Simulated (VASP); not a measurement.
Crystal: Si2B3.

```
CELL_PARAMETERS angstrom
2.88939 0.00000 0.00000
0.00000 2.88939 0.00000
0.00000 0.00000 5.90609
ATOMIC_POSITIONS crystal
Si 0.50000 0.00000 0.26216
Si 0.00000 0.50000 0.73784
B 0.00000 0.50000 0.36525
B 0.50000 0.00000 0.63475
B 0.50000 0.50000 0.00000
```

```yaml
Program: VASP 6.6.1
Task: relaxation of cell and atoms
Functional: PBE
Potentials_or_basis: VASP PAW PBE potentials, release 64 (Si, B)
Cutoff: 500 eV
k_mesh: 6 × 6 × 3
Occupations: gaussian, width 0.2 eV
Spin: no spin polarisation
```

At the start: pressure 8.5 GPa; volume 9.86 Å³/atom.

Problem. Where does the relaxation end?

Solution. Over 29 steps the energy falls by 526.7 meV/atom and the volume is 9.08 Å³/atom (-7.9 %); space group P-4m2 (No. 115, to 0.05 Å).

Step by step:
| step | energy change (eV) | largest force (eV/Å) | pressure (GPa) | volume (Å³) |
| --- | --- | --- | --- | --- |
| 1 | 0.0000 | 0.5140 | 8.47 | 49.31 |
| 2 | -0.2316 | 0.2344 | -3.77 | 53.07 |
| 3 | -0.2339 | 0.2608 | -4.84 | 53.50 |
| 4 | -0.3271 | 0.4432 | -1.26 | 52.41 |
| 5 | -0.3492 | 0.6530 | 0.82 | 51.79 |
| 6 | -0.2760 | 1.2548 | 6.82 | 50.47 |
| 7 | -0.3508 | 0.7318 | 1.38 | 51.63 |
| 8 | -0.4148 | 0.2991 | 0.91 | 51.65 |
| 9 | -0.4148 | 0.3049 | 0.91 | 51.65 |
| 10 | -0.4265 | 0.2487 | -0.89 | 52.15 |
| 11 | -0.4304 | 0.2385 | -2.51 | 52.64 |
| 12 | -0.4360 | 0.2293 | -2.54 | 52.61 |
| 13 | -0.4541 | 0.2850 | -2.65 | 52.53 |
| 14 | -0.4992 | 0.4607 | -3.01 | 52.37 |
| 15 | -0.6445 | 0.9106 | -4.40 | 52.05 |
| 16 | -1.2040 | 1.6259 | -9.08 | 51.41 |
| 17 | -2.3007 | 0.3387 | -14.18 | 50.15 |
| 18 | -2.3007 | 0.6250 | -13.01 | 49.86 |
| 19 | -2.3163 | 0.3196 | -13.74 | 50.00 |
| 20 | -2.3236 | 0.3923 | -13.44 | 49.90 |
| 21 | -2.3344 | 0.6101 | -12.44 | 49.58 |
| 22 | -2.3453 | 0.6067 | -12.24 | 49.48 |
| 23 | -2.3770 | 0.5937 | -11.60 | 49.20 |
| 24 | -2.4358 | 0.5575 | -10.23 | 48.63 |
| 25 | -2.5325 | 0.4496 | -7.11 | 47.50 |
| 26 | -2.6237 | 0.1710 | 0.75 | 45.30 |
| 27 | -2.6242 | 0.1670 | 1.49 | 45.12 |
| 28 | -2.6281 | 0.1354 | 1.18 | 45.20 |
| 29 | -2.6334 | 0.0359 | 0.34 | 45.41 |

Final structure:
```
Si B
1.0
     3.04913    0.00000    0.00000
     0.00000    3.04913    0.00000
     0.00000    0.00000    4.88430
Si B
2 3
Direct
  0.50000 0.00000 0.33370
  0.00000 0.50000 0.66630
  0.00000 0.50000 0.23199
  0.50000 0.00000 0.76801
  0.50000 0.50000 0.00000
```

Caveat: the k points lie up to 0.43 Å⁻¹ apart in the final cell; the relaxation stopped at a loose force limit of 0.08 eV/Å, so its end isn't a converged minimum.
